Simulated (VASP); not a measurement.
# NaCl (Fm-3m) in VASP: further runs

The runs below take NaCl through single point, relaxation of cell and atoms, with PBE.

All numbers are computed with VASP 6.6.1; they aren't measurements. Logs are shortened: lines on timing, memory, paths and dates and some standing lists are left out, and cuts for length are marked.

## 1. The cell of the first run

Symmetry: Fm-3m, No. 225, cubic system. Conventional cell: a = 5.620 Å, b = 5.620 Å, c = 5.620 Å, α = 90.00°, β = 90.00°, γ = 90.00°. Within 3.7 Å of Na (site symmetry m-3m) lie 6 Cl at 2.81 Å. Within 3.7 Å of Cl (site symmetry m-3m) lie 6 Na at 2.81 Å.

## 2. Single point, PBE

INCAR

```
SYSTEM = NaCl
ALGO     = Normal         ! electronic algorithm
EDIFF    = 1E-6           ! SCF threshold, eV
ENCUT    = 520            ! plane-wave cutoff, eV
GGA      = PE             ! functional
ISIF     = 2              ! what is computed and relaxed
ISMEAR   = 0              ! smearing method
LASPH    = .True.         ! aspherical terms in the spheres
LCHARG   = .False.        ! write CHGCAR
LREAL    = .False.        ! projectors in reciprocal space
LWAVE    = .False.        ! write WAVECAR
NBANDS   = 14             ! bands
NELM     = 60             ! most SCF steps
PREC     = Accurate       ! precision mode
SIGMA    = 0.1            ! smearing width, eV
```

KPOINTS

```
k-points
0
Gamma
  6 6 6
  0 0 0
```

POSCAR

```
NaCl
1.0
    0.0000000000      2.8100000000      2.8100000000
    2.8100000000      0.0000000000      2.8100000000
    2.8100000000      2.8100000000      0.0000000000
Na Cl
1 1
Direct
    0.0000000000      0.0000000000      0.0000000000
    0.5000000000      0.5000000000      0.5000000000
```

Potentials or basis: VASP PAW PBE potentials, release 64 (Na_pv, Cl).

Launch:

```sh
> cat potpaw_PBE.64/Na_pv/POTCAR potpaw_PBE.64/Cl/POTCAR > POTCAR
> mpirun -np 1 vasp_std > vasp.out
```

OUTCAR:

```text
SYSTEM = NaCl
   EDIFF = 1E-6
   ENCUT = 520
   GGA = PE
   ISIF = 2
   ISMEAR = 0
   LASPH = .True.
   LREAL = .False.
   NELM = 60
   PREC = Accurate

 ion  position               nearest neighbor table
   1  0.000  0.000  0.000-
   2  0.500  0.500  0.500-

  LATTYP: Found a face centered cubic cell.
 ALAT       =     5.6200000000

  Lattice vectors:

 A1 = (   0.0000000000,   2.8100000000,   2.8100000000)
 A2 = (   2.8100000000,   0.0000000000,   2.8100000000)
 A3 = (   2.8100000000,   2.8100000000,   0.0000000000)

Analysis of symmetry for initial positions (statically):
=====================================================================
 Subroutine PRICEL returns:
 Original cell was already a primitive cell.

 Routine SETGRP: Setting up the symmetry group for a
 face centered cubic supercell.

 Subroutine GETGRP returns: Found 48 space group operations
 (whereof 48 operations were pure point group operations)
 out of a pool of 48 trial point group operations.

The static configuration has the point symmetry O_h .

Analysis of symmetry for dynamics (positions and initial velocities):
=====================================================================
 Subroutine PRICEL returns:
 Original cell was already a primitive cell.

 Routine SETGRP: Setting up the symmetry group for a
 face centered cubic supercell.

 Subroutine GETGRP returns: Found 48 space group operations
 (whereof 48 operations were pure point group operations)
 out of a pool of 48 trial point group operations.

The dynamic configuration has the point symmetry O_h .

 Subroutine INISYM returns: Found 48 space group operations
 (whereof 48 operations are pure point group operations),
 and found     1 'primitive' translations

----------------------------------------------------------------------------------------

                                     Primitive cell

  volume of cell :      44.3761

  direct lattice vectors                    reciprocal lattice vectors
     0.000000000  2.810000000  2.810000000    -0.177935943  0.177935943  0.177935943
     2.810000000  0.000000000  2.810000000     0.177935943 -0.177935943  0.177935943
     2.810000000  2.810000000  0.000000000     0.177935943  0.177935943 -0.177935943

  length of vectors
     3.973940110  3.973940110  3.973940110     0.308194094  0.308194094  0.308194094

  position of ions in fractional coordinates (direct lattice)
     0.000000000  0.000000000  0.000000000
     0.500000000  0.500000000  0.500000000

  ion indices of the primitive-cell ions
   primitive index   ion index
                 1           1
                 2           2

----------------------------------------------------------------------------------------

 KPOINTS: k-points

Automatic generation of k-mesh.
 Grid dimensions read from file:
 generate k-points for:    6    6    6

 Generating k-lattice:

  Cartesian coordinates                     Fractional coordinates (reciprocal lattice)
    -0.029655991  0.029655991  0.029655991     0.166666667  0.000000000  0.000000000
     0.029655991 -0.029655991  0.029655991     0.000000000  0.166666667  0.000000000
     0.029655991  0.029655991 -0.029655991     0.000000000  0.000000000  0.166666667

  Length of vectors
     0.051365682  0.051365682  0.051365682

  Shift w.r.t. Gamma in fractional coordinates (k-lattice)
     0.000000000  0.000000000  0.000000000

 Subroutine IBZKPT returns following result:
 ===========================================

 Found     16 irreducible k-points:

 Following reciprocal coordinates:
            Coordinates               Weight
  0.000000  0.000000  0.000000      1.000000
  0.166667  0.000000  0.000000      8.000000
  0.333333  0.000000  0.000000      8.000000
  0.500000  0.000000  0.000000      4.000000
  0.166667  0.166667  0.000000      6.000000
  0.333333  0.166667  0.000000     24.000000
[... 8 lines left out ...]
 -0.333333  0.333333  0.166667     24.000000
 -0.333333  0.500000  0.166667     12.000000
   k-points           NKPTS =     16   k-points in BZ     NKDIM =     16   number of bands    NBANDS=     14
   number of dos      NEDOS =    301   number of ions     NIONS =      2
   total plane-waves  NPLWV =  27000
   dimension x,y,z NGX =    30 NGY =   30 NGZ =   30
   dimension x,y,z NGXF=    60 NGYF=   60 NGZF=   60
   ions per type =               1   1
   NGX,Y,Z   is equivalent  to a cutoff of  12.55, 12.55, 12.55 a.u.
   NGXF,Y,Z  is equivalent  to a cutoff of  25.10, 25.10, 25.10 a.u.
 SYSTEM =  NaCl
   PREC   = accura    normal or accurate (medium, high low for compatibility)
   ISTART =      0    job   : 0-new  1-cont  2-samecut
   ICHARG =      2    charge: 1-file 2-atom 10-const
   ISPIN  =      1    spin polarized calculation?
   LNONCOLLINEAR =      F non collinear calculations
   LSORBIT =      F    spin-orbit coupling
   LASPH  =      T    aspherical Exc in radial PAW
   ENCUT  =  520.0 eV  38.22 Ry    6.18 a.u.   7.39  7.39  7.39*2*pi/ulx,y,z
[... 67 lines left out ...]
      9      10.4618      0.00000
     10      10.4618      0.00000
     11      10.4618      0.00000
     12      12.6364      0.00000
     13      12.6364      0.00000
     14      14.2602      0.00000

 k-point     2 :       0.1667    0.0000    0.0000
  band No.  band energies     occupation
      1     -21.4756      2.00000
      2     -21.4684      2.00000
      3     -21.4684      2.00000
      4     -13.2694      2.00000
      5      -1.2797      2.00000
      6      -0.7402      2.00000
      7      -0.7402      2.00000
      8       5.2979      0.00000
      9       9.6755      0.00000
     10      10.7482      0.00000
     11      10.7482      0.00000
     12      12.3180      0.00000
     13      12.3180      0.00000
     14      15.3594      0.00000

 k-point     3 :       0.3333    0.0000    0.0000
  band No.  band energies     occupation
      1     -21.4909      2.00000
      2     -21.4695      2.00000
      3     -21.4695      2.00000
      4     -13.0957      2.00000
      5      -2.2248      2.00000
      6      -0.8747      2.00000
      7      -0.8747      2.00000
      8       6.4136      0.00000
      9       9.4645      0.00000
     10      10.5620      0.00000
     11      10.5620      0.00000
     12      13.4166      0.00000
     13      13.4166      0.00000
     14      14.6415      0.00000

 k-point     4 :       0.5000    0.0000    0.0000
  band No.  band energies     occupation
      1     -21.4985      2.00000
      2     -21.4701      2.00000
      3     -21.4701      2.00000
      4     -13.0048      2.00000
      5      -2.6250      2.00000
      6      -0.9390      2.00000
      7      -0.9390      2.00000
      8       6.6229      0.00000
      9      10.0422      0.00000
     10      10.3293      0.00000
     11      10.3293      0.00000
     12      14.3876      0.00000
     13      15.5435      0.00000
     14      15.5435      0.00000

 k-point     5 :       0.1667    0.1667    0.0000
  band No.  band energies     occupation
      1     -21.4749      2.00000
      2     -21.4700      2.00000
      3     -21.4699      2.00000
      4     -13.2455      2.00000
      5      -1.2990      2.00000
      6      -0.8362      2.00000
      7      -0.8362      2.00000
      8       5.5676      0.00000
      9       9.2170      0.00000
     10      11.1059      0.00000
     11      11.1059      0.00000
[... 140 lines left out ...]
 k-point    14 :       0.5000    0.3333    0.1667
  band No.  band energies     occupation
      1     -21.4881      2.00000
      2     -21.4770      2.00000
      3     -21.4726      2.00000
      4     -13.0077      2.00000
      5      -2.1506      2.00000
      6      -1.4251      2.00000
      7      -1.1005      2.00000
      8       7.7503      0.00000
      9       8.5352      0.00000
     10       9.1924      0.00000
     11      11.6854      0.00000
     12      12.9845      0.00000
     13      15.4609      0.00000
     14      15.9677      0.00000

 k-point    15 :      -0.3333    0.3333    0.1667
  band No.  band energies     occupation
      1     -21.4887      2.00000
      2     -21.4794      2.00000
      3     -21.4743      2.00000
      4     -12.9557      2.00000
      5      -2.1623      2.00000
      6      -1.6676      2.00000
      7      -1.2107      2.00000
      8       8.2748      0.00000
      9       8.5263      0.00000
     10       9.3452      0.00000
     11      11.2492      0.00000
     12      13.6183      0.00000
     13      15.0474      0.00000
     14      16.0520      0.00000

 k-point    16 :      -0.3333    0.5000    0.1667
  band No.  band energies     occupation
      1     -21.4857      2.00000
      2     -21.4794      2.00000
      3     -21.4780      2.00000
      4     -12.9434      2.00000
      5      -2.1266      2.00000
      6      -1.5943      2.00000
      7      -1.3967      2.00000
      8       7.7555      0.00000
      9       8.2370      0.00000
     10       9.8887      0.00000
     11      11.4595      0.00000
     12      14.6159      0.00000
     13      15.6279      0.00000
     14      15.7416      0.00000

------------------------ aborting loop because EDIFF is reached ----------------------------------------

  FORCE on cell =-STRESS in cart. coord.  units (eV):
  Direction    XX          YY          ZZ          XY          YZ          ZX
  --------------------------------------------------------------------------------------
  -------------------------------------------------------------------------------------
  Total        0.2821615      0.2821615      0.2821615      0.0000000      0.0000000      0.0000000
  in kB       10.1873077     10.1873077     10.1873077      0.0000000      0.0000000      0.0000000
  external PRESSURE =      10.1873077 kB  Pullay stress =       0.0000000 kB

 VOLUME and BASIS-vectors are now :
 -----------------------------------------------------------------------------
  energy-cutoff  :      520.00
  volume of cell :       44.38
      direct lattice vectors                 reciprocal lattice vectors
     0.000000000  2.810000000  2.810000000    -0.177935943  0.177935943  0.177935943
     2.810000000  0.000000000  2.810000000     0.177935943 -0.177935943  0.177935943
     2.810000000  2.810000000  0.000000000     0.177935943  0.177935943 -0.177935943

 POSITION                                       TOTAL-FORCE (eV/Angst)
 -----------------------------------------------------------------------------------
      0.00000      0.00000      0.00000         0.000000      0.000000      0.000000
      2.81000      2.81000      2.81000        -0.000000     -0.000000     -0.000000
 -----------------------------------------------------------------------------------
    total drift:                               -0.000000      0.000000      0.000000

  FREE ENERGIE OF THE ION-ELECTRON SYSTEM (eV)
  ---------------------------------------------------
  free  energy   TOTEN  =        -6.7719464863 eV

  energy  without entropy=       -6.7719464863  energy(sigma->0) =       -6.77194649
```

Wall time 5.6 s (1 thread of Intel Xeon 6975P-C (Granite Rapids), shared host); peak memory 0.16 GiB.

What came out:

```yaml
Free_energy: -6.7719 eV
Pressure: 1.0 GPa
Band_gap_on_the_k_mesh: 5.15 eV, direct
```

## 3. Single point, PBE

This run uses another cell than the first one, of 23.08 Å³/atom, 1.040 times its volume.

INCAR

```
PREC = Accurate
ENCUT = 520
EDIFF = 1E-6
ISMEAR = 0
SIGMA = 0.02
LREAL = F
LASPH = T
NELM = 80
ALGO = Normal
ISIF = 2
LWAVE = F
LCHARG = T
GGA = PE
LELF = T
LVHAR = T
NBANDS = 14
```

KPOINTS

```
Automatic mesh
0
Gamma
  8 8 8
```

POSCAR

```
NaCl
1.0
    0.0000000000      2.8470933503      2.8470933503
    2.8470933503      0.0000000000      2.8470933503
    2.8470933503      2.8470933503      0.0000000000
Na Cl
1 1
Direct
    0.0000000000      0.0000000000      0.0000000000
    0.5000000000      0.5000000000      0.5000000000
```

Potentials or basis: VASP PAW PBE potentials, release 64 (Na_pv, Cl).

Launch:

```sh
> cat potpaw_PBE.64/Na_pv/POTCAR potpaw_PBE.64/Cl/POTCAR > POTCAR
> mpirun -np 1 vasp_std > vasp.out
```

It took 9.7 s on 1 thread of Intel Xeon 6975P-C (Granite Rapids), shared host; peak memory 0.16 GiB.

It converged, with:

- Free energy: -6.7779 eV
- Pressure: 0.0 GPa
- Band gap on the k mesh: 5.00 eV, direct

Levels at points of the mesh, in eV from the valence-band top:
| k point | band 3 | band 4 | band 5 | band 6 | band 7 | band 8 | band 9 | band 10 | band 11 | band 12 |
| --- | --- | --- | --- | --- | --- | --- | --- | --- | --- | --- |
| (0.00, 0.00, 0.00) | -20.88 | -12.60 | 0.00 | 0.00 | 0.00 | 5.00 | 11.09 | 11.09 | 11.09 | 13.21 |
| (0.50, 0.00, 0.00) | -20.88 | -12.29 | -1.84 | -0.25 | -0.25 | 7.22 | 10.39 | 10.90 | 10.90 | 14.80 |
| (0.50, 0.50, 0.00) | -20.88 | -12.24 | -1.58 | -0.57 | -0.57 | 7.45 | 8.10 | 11.12 | 14.52 | 14.52 |

## 4. Relaxation of cell and atoms, PBE

INCAR

```
ALGO     = Normal         # electronic algorithm
EDIFF    = 1E-7           # SCF threshold, eV
EDIFFG   = -0.005         # ionic threshold
ENCUT    = 600            # plane-wave cutoff, eV
GGA      = PE             # functional
IBRION   = 2              # ionic algorithm
ISIF     = 3              # what is computed and relaxed
ISMEAR   = 0              # smearing method
LASPH    = True           # aspherical terms in the spheres
LCHARG   = False          # write CHGCAR
LREAL    = False          # projectors in reciprocal space
LWAVE    = False          # write WAVECAR
NELM     = 60             # most SCF steps
NSW      = 100            # ionic steps
PREC     = Accurate       # precision mode
SIGMA    = 0.02           # smearing width, eV
```

KPOINTS

```
k-points
0
Gamma
  8 8 8
```

POSCAR

```
NaCl
1.0
    0.0000000000      2.8100000000      2.8100000000
    2.8100000000      0.0000000000      2.8100000000
    2.8100000000      2.8100000000      0.0000000000
Na Cl
1 1
Direct
    0.0000000000      0.0000000000      0.0000000000
    0.5000000000      0.5000000000      0.5000000000
```

Launch:

```sh
> cat potpaw_PBE.64/Na_pv/POTCAR potpaw_PBE.64/Cl/POTCAR > POTCAR
> mpirun -np 1 vasp_std > vasp.out
```

It took 17 s on 1 thread of Intel Xeon 6975P-C (Granite Rapids), shared host; peak memory 0.18 GiB.

It converged, with:

* Free energy: -6.7780 eV
* Relaxed volume: 23.13 Å³/atom
* Relaxed cell: a = 4.029 Å, b = 4.029 Å, c = 4.029 Å, α = 60.00°, β = 60.00°, γ = 60.00°
* Space group after relaxing (to 0.05 Å): Fm-3m (No. 225)
* Energy gained by relaxing: 2.9 meV/atom
* Ionic steps: 3
* Pressure after relaxing: 0.0 GPa
* Band gap on the k mesh: 4.99 eV, direct

The path:
```
step  energy change (eV)  largest force (eV/Å)  pressure (GPa)  volume (Å³)
   1              0.0000                0.0000            1.05        44.38
   2             -0.0045                0.0000            0.48        45.32
   3             -0.0058                0.0000           -0.03        46.26
```

Final structure:
```xyz
2
Lattice="0.0000 2.8493 2.8493 2.8493 0.0000 2.8493 2.8493 2.8493 0.0000" Properties=species:S:1:pos:R:3 pbc="T T T"
Na    0.0000    0.0000    0.0000
Cl    2.8493    2.8493    2.8493
```

Levels at points of the mesh, in eV from the valence-band top:
| k point | band 5 | band 6 | band 7 | band 8 | band 9 | band 10 |
| --- | --- | --- | --- | --- | --- | --- |
| (0.00, 0.00, 0.00) | 0.00 | 0.00 | 0.00 | 4.99 | 11.09 | 11.09 |
| (0.50, 0.00, 0.00) | -1.83 | -0.25 | -0.25 | 7.22 | 10.37 | 10.90 |
| (0.50, 0.50, 0.00) | -1.58 | -0.57 | -0.57 | 7.44 | 8.10 | 11.10 |

A k mesh can miss the band edges. PBE usually gives volumes a little too large and moduli too small.

## 5. Single point, PBE

This run uses another cell than the first one, of 23.08 Å³/atom, 1.040 times its volume.

INCAR

```
PREC = Accurate
ENCUT = 520
EDIFF = 1E-6
ISMEAR = 0
SIGMA = 0.02
LREAL = F
LASPH = T
NELM = 80
ALGO = Normal
ISIF = 2
LWAVE = F
LCHARG = T
GGA = PE
LELF = T
LVHAR = T
NBANDS = 14
```

KPOINTS

```
Automatic mesh
0
Gamma
  8 8 8
```

POSCAR

```
NaCl
1.0
    0.0000000000      2.8470933786      2.8470933786
    2.8470933786      0.0000000000      2.8470933786
    2.8470933786      2.8470933786      0.0000000000
Na Cl
1 1
Direct
    0.0000000000      0.0000000000      0.0000000000
    0.5000000000      0.5000000000      0.5000000000
```

Launch:

```sh
> cat potpaw_PBE.64/Na_pv/POTCAR potpaw_PBE.64/Cl/POTCAR > POTCAR
> mpirun -np 1 vasp_std > vasp.out
```

It took 12 s on 1 thread of Intel Xeon Platinum 8375C at 2.90GHz (Ice Lake), shared host; peak memory 0.16 GiB.

It converged, with:

```yaml
Free_energy: -6.7779 eV
Pressure: 0.0 GPa
Band_gap_on_the_k_mesh: 5.00 eV, direct
```

Levels at points of the mesh, in eV from the valence-band top:
```csv
k point,band 3,band 4,band 5,band 6,band 7,band 8,band 9,band 10,band 11,band 12
"(0.00, 0.00, 0.00)",-20.88,-12.60,0.00,0.00,0.00,5.00,11.09,11.09,11.09,13.21
"(0.50, 0.00, 0.00)",-20.88,-12.29,-1.84,-0.25,-0.25,7.22,10.39,10.90,10.90,14.80
"(0.50, 0.50, 0.00)",-20.88,-12.24,-1.58,-0.57,-0.57,7.45,8.10,11.12,14.52,14.52
```

## 6. Summary

```tsv
task	cell	k mesh	cutoff (eV)	smearing	gap on the mesh (eV)	pressure (GPa)
single point	a = 3.974 Å, angles 60.0°, 2 atoms	6 × 6 × 6	520	gaussian 0.1 eV	5.15	1.0
single point	a = 4.026 Å, angles 60.0°, 2 atoms	8 × 8 × 8	520	gaussian 0.02 eV	5.00	0.0
relaxation of cell and atoms	relaxed from a = 3.974 Å, angles 60.0°, 2 atoms	8 × 8 × 8	600	gaussian 0.02 eV	4.99	0.0
```

Alike in all rows: level PBE; potentials or basis VASP PAW PBE potentials, release 64 (Na_pv, Cl); no spin polarisation.

Absolute energies hang on the potentials; compare differences alone.
